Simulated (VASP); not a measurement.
The system is Pd.

```
CELL_PARAMETERS angstrom
0.00000 1.95585 1.95585
1.95585 0.00000 1.95585
1.95585 1.95585 0.00000
ATOMIC_POSITIONS crystal
Pd 0.00000 0.00000 0.00000
```

Base run:

| Item | Value |
| --- | --- |
| Program | VASP 6.6.1 |
| Functional | r2SCAN |
| Potentials or basis | VASP PAW PBE potentials, release 64 (Pd) |
| Cutoff | 520 eV |
| k mesh | 20 × 20 × 20 |
| Occupations | fermi-dirac, width 0.1 eV |
| Spin | no spin polarisation |

Its results: band gap on the k mesh zero (band 5 reaches 9.67 eV, above the bottom of band 6 at 8.02 eV); pressure 0.5 GPa.

Q: The run is repeated on the same cell with these changes: k mesh from 20 × 20 × 20 to 4 × 4 × 4. What comes out?

A: Band gap on the k mesh zero (band 5 reaches 9.74 eV, above the bottom of band 6 at 8.15 eV); pressure -0.2 GPa.

Caveats: some runs use coarse meshes; the PAW data sets were made with another functional, which shifts forces and pressure a little.
